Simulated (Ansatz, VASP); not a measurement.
## Eu in VASP and in Ansatz

The input POSCAR:

```
Eu
1.0
   -2.2274745855      2.2274745855      2.2274745855
    2.2274745855     -2.2274745855      2.2274745855
    2.2274745855      2.2274745855     -2.2274745855
Eu
1
Direct
    0.0000000000      0.0000000000      0.0000000000
```

The input INCAR.step1:

```
SYSTEM = Eu
PREC = Accurate
ENCUT = 520
ISMEAR = -1
SIGMA = 0.1
LREAL = .False.
LASPH = .True.
NELM = 150
ISPIN = 2
MAGMOM = 7.31
LMAXMIX = 6
NBANDS = 18
GGA = PE
ALGO = Normal
EDIFF = 1E-4
LWAVE = .True.
LCHARG = .False.
```

The input INCAR.step2:

```
SYSTEM = Eu
PREC = Accurate
ENCUT = 520
EDIFF = 1E-6
ISMEAR = -1
SIGMA = 0.1
LREAL = .False.
LASPH = .True.
NELM = 150
ALGO = Normal
ISIF = 2
LWAVE = .False.
LCHARG = .False.
ISPIN = 2
MAGMOM = 7.31
LORBIT = 11
LMAXMIX = 6
METAGGA = R2SCAN
LMIXTAU = .True.
NBANDS = 18
ISTART = 1
```

File KPOINTS:

```
regular mesh
0
Gamma
  10 10 10
  0 0 0
```

Input for Ansatz:

```yaml
crystal:
  lattice:
    - [-2.2274745855, 2.2274745855, 2.2274745855]
    - [2.2274745855, -2.2274745855, 2.2274745855]
    - [2.2274745855, 2.2274745855, -2.2274745855]
  atoms:
    - { symbol: Eu, position: [0.0, 0.0, 0.0], spin: 7.31 }
hamiltonian:
  xc: r2scan
  pseudopotentials:
    kind: paw
    azcp:
      Eu: "pseudopotentials/Eu.paw.azcp"
basis:
  ecutwfc: 500
  fft_grid_basis: typed
kpoints:
  mp_grid: { grid: [10, 10, 10], shift: [0, 0, 0] }
magnetization:
  spin_polarized: true
scf:
  occupations: { method: fermi_dirac, width: 0.1 }
  lower_state_search: "off"
output:
  stress: true
```

Alike in both runs: task single point; functional r2SCAN; k mesh 10 × 10 × 10; occupations fermi-dirac, width 0.1 eV; collinear spin.

|  | VASP | Ansatz |
| --- | --- | --- |
| version | VASP 6.6.1 | Ansatz 0.2.0 |
| potentials or method | VASP PAW PBE potentials, release 64 (Eu), cutoff 520 eV | plane waves (500 eV) with PAW, scalar-relativistic |
| valence electrons in the cell | 17 | 17 |

```tsv
	VASP	Ansatz	Ansatz less VASP
pressure (GPa)	-0.4	0.0	+0.35
net moment per atom (μB)	7.81	7.86	+0.047
size of the moment on the site where the two differ most (μB)	6.71	7.31	+0.594
```

VASP's potentials were made for PBE, not for r2SCAN. Site moments also hang on the region over which each program counts them. Ansatz's warnings: stability check not made.

Spin-orbit coupling is off throughout.
